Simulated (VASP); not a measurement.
Input of a VASP 6.6.1 run:

INCAR

```
ALGO = Normal
EDIFF = 1E-6
ENCUT = 500
GGA = PE
GGA_COMPAT = F
ISIF = 2
ISMEAR = 0
IVDW = 12
LASPH = T
LCHARG = T
LELF = T
LREAL = F
LVHAR = T
LWAVE = F
NBANDS = 13
NELM = 120
PREC = Accurate
SIGMA = 0.15
```

The input KPOINTS:

```
k-points
0
Gamma
  25 25 25
```

POSCAR

```
Ge
1.0
    0.0000000000      2.0668851171      2.1613113407
    2.0668851171      0.0000000000      2.1613113407
    2.0668851171      2.0668851171      0.0000000000
Ge
1
Direct
    0.0000000000      0.0000000000      0.0000000000
```

Potentials or basis: VASP PAW PBE potentials, release 64 (Ge_d).

Launch:

```bash
$ cat potpaw_PBE.64/Ge_d/POTCAR > POTCAR
$ mpirun -np 1 vasp_std > vasp.out
```

Question: Predict the pressure.

Answer: 0.7 GPa.

Question: What does it give for the band gap on the k mesh?

Answer: Zero (bands 7 and 8 overlap by 11.95 eV).

Question: What does it give for the dispersion energy per atom?

Answer: -0.358 eV.

Stress tensor (GPa, compression positive):
```
0.65 0.00 0.00
0.00 0.65 0.00
0.00 0.00 0.76
```
